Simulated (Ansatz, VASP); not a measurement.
# One calculation of InSb, two programs

```xyz
2
Lattice="0.0000 3.2963 3.2963 3.2963 0.0000 3.2963 3.2963 3.2963 0.0000" Properties=species:S:1:pos:R:3 pbc="T T T"
In    0.0000    0.0000    0.0000
Sb    4.9445    4.9445    4.9445
```

Alike in both runs: task single point; functional PBE; k mesh 12 × 12 × 12; occupations fermi-dirac, width 0.15 eV; no spin polarisation.

```csv
,VASP,Ansatz
version,VASP 6.6.1,Ansatz 0.2.0
potentials or method,"VASP PAW PBE potentials, release 64 (In_d, Sb), cutoff 520 eV","scalar-relativistic, plane waves, PAW"
valence electrons in the cell,18,28
```

Ansatz gave:

| Property | Result |
| --- | --- |
| gap on the k mesh at the Fermi level (eV) | none |
| pressure (GPa) | 0.8 |

Question: What did VASP give for the same quantities?

Answer: gap on the k mesh at the Fermi level (eV): none; pressure (GPa): 0.7.

A gap of «none» marks a metal or a gap that the smearing closes. With one functional, cell and mesh, what is left measures potentials, basis and numerics. VASP's potentials hold 18 valence electrons a cell and Ansatz's 28, so a difference there can come from the potentials and not from the codes.

Spin-orbit coupling is off throughout.
